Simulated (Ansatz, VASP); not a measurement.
**VWC2: VASP beside Ansatz**

INCAR

```
SYSTEM = VWC2
PREC     = Accurate       ! precision mode
ENCUT    = 520            ! plane-wave cutoff, eV
EDIFF    = 1E-6           ! SCF threshold, eV
ISMEAR   = -1             ! smearing method
SIGMA    = 0.05           ! smearing width, eV
LREAL    = .FALSE.        ! projectors in reciprocal space
LASPH    = .TRUE.         ! aspherical terms in the spheres
NELM     = 150            ! most SCF steps
ALGO     = Normal         ! electronic algorithm
ISIF     = 2              ! what is computed and relaxed
LWAVE    = .FALSE.        ! write WAVECAR
LCHARG   = .FALSE.        ! write CHGCAR
ISPIN    = 2              ! spin polarisation
MAGMOM   = 0 2 0 0        ! initial moments
LORBIT   = 11             ! projections on sites
LMAXMIX  = 4              ! l up to which the mixer works
GGA      = CA             ! functional
NBANDS   = 30             ! bands
```

KPOINTS

```
regular mesh
0
G
  10 10 10
  0 0 0
```

Contents of POSCAR:

```
VWC2
1.0
    1.5467945743      0.8930422639      5.0306607640
   -1.5467945743      0.8930422639      5.0306607640
    0.0000000000     -1.7860845277      5.0306607640
W V C
1 1 2
Direct
    0.0000000000      0.0000000000      0.0000000000
    0.5000000000      0.5000000000      0.5000000000
    0.2464940000      0.2464940000      0.2464940000
    0.7535060000      0.7535060000      0.7535060000
```

Contents of input.yaml:

```yaml
crystal:
  lattice:
    - [1.5467945743, 0.8930422639, 5.030660764]
    - [-1.5467945743, 0.8930422639, 5.030660764]
    - [0.0, -1.7860845277, 5.030660764]
  atoms:
    - { symbol: W, position: [0.0, 0.0, 0.0] }
    - { symbol: V, position: [0.5, 0.5, 0.5], spin: 2.0 }
    - { symbol: C, position: [0.246494, 0.246494, 0.246494] }
    - { symbol: C, position: [0.753506, 0.753506, 0.753506] }
hamiltonian:
  xc: lda
  pseudopotentials: { kind: paw }
magnetization:
  spin_polarized: true
kpoints:
  mp_grid: { grid: [10, 10, 10] }
scf:
  occupations: { method: fermi_dirac, width: 0.05 }
output:
  forces: true
  stress: true
  eigenvalues: true
  write_density: true
  write_potential: true
  elf: true
  volumetric_format: npy
```

Alike in both runs: task single point; functional LDA; k mesh 10 × 10 × 10; occupations fermi-dirac, width 0.05 eV; collinear spin.

```csv
,VASP,Ansatz
version,VASP 6.6.1,Ansatz 0.2.0
potentials or method,"VASP PAW LDA potentials, release 64 (W_sv, V_sv, C)",Ansatz PAW
plane-wave cutoff (eV),520,420
valence electrons in the cell,35,35
```

Ansatz gave:

```
gap on the k mesh at the Fermi level (eV) : none
rms of the force components (eV/Å)        : 0.154
net moment per atom (μB)                  : 0.00
```

Problem. Estimate VASP's values.

Solution. gap on the k mesh at the Fermi level (eV): none; rms of the force components (eV/Å): 0.136; net moment per atom (μB): 0.00.

LDA's correlation is that of Perdew and Zunger in VASP and of Perdew and Wang (1992) in Ansatz. Atom by atom the forces differ by 0.018 eV/Å (rms over components). A gap of «none» marks a metal or a gap that the smearing closes.

Neither program's run includes spin-orbit coupling.
